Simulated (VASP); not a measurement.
Input of a VASP 6.6.1 run:

Contents of INCAR:

```
SYSTEM = Ga7FeAs8
  ALGO = Normal
  EDIFF = 1E-6
  ENCUT = 520
  GGA = PS
  ISIF = 2
  ISMEAR = 0
  ISPIN = 2
  LASPH = .TRUE.
  LCHARG = .FALSE.
  LDAU = .TRUE.
  LDAUJ = 0 0 0
  LDAUL = 2 -1 -1
  LDAUPRINT = 1
  LDAUTYPE = 2
  LDAUU = 4 0 0
  LMAXMIX = 4
  LORBIT = 11
  LREAL = Auto
  LWAVE = .FALSE.
  MAGMOM = 2.5 0 0 0 0 0 0 0 0 0 0 0 0 0 0 0
  NBANDS = 88
  NELM = 150
  NUPDOWN = 2.5
  PREC = Accurate
  SIGMA = 0.05
```

Contents of KPOINTS:

```
k-points
0
G
  3 3 3
  0 0 0
```

Contents of POSCAR:

```
Ga7FeAs8
1.0
    0.0000000000      5.6537000000      5.6537000000
    5.6537000000      0.0000000000      5.6537000000
    5.6537000000      5.6537000000      0.0000000000
Fe Ga As
1 7 8
Direct
    0.0000000000      1.0000000000      0.0000000000
    0.0006835677      0.0006835677      0.4993164323
    0.0006835677      0.4993164323      0.0006835677
    0.0006835677      0.4993164323      0.4993164323
    0.4993164323      0.0006835677      0.0006835677
    0.4993164323      0.0006835677      0.4993164323
    0.4993164323      0.4993164323      0.0006835677
    0.5000000000      0.5000000000      0.5000000000
    0.1242158626      0.1242158626      0.1242158626
    0.1242158626      0.1242158626      0.6273524122
    0.1242158626      0.6273524122      0.1242158626
    0.1246499955      0.6251166682      0.6251166682
    0.6273524122      0.1242158626      0.1242158626
    0.6251166682      0.1246499955      0.6251166682
    0.6251166682      0.6251166682      0.1246499955
    0.6251166682      0.6251166682      0.6251166682
```

Potentials or basis: VASP PAW PBE potentials, release 64 (Fe, Ga_d, As).

Command:

```console
$ cat potpaw_PBE.64/Fe/POTCAR potpaw_PBE.64/Ga_d/POTCAR potpaw_PBE.64/As/POTCAR > POTCAR
$ mpirun -np 1 vasp_std > vasp.out
```

(1) Predict the largest force.

(2) What does it give for the pressure?

Results:

(1) 0.302 eV/Å.

(2) -0.1 GPa.

Caveat: the PAW data sets were made with another functional, which shifts forces and pressure a little; the total moment is fixed, so each spin has its own Fermi level and the state may be an excited one; a cell with one magnetic atom can't hold antiferromagnetic order, which such compounds often take; the U is typed as a test and isn't derived for this compound.
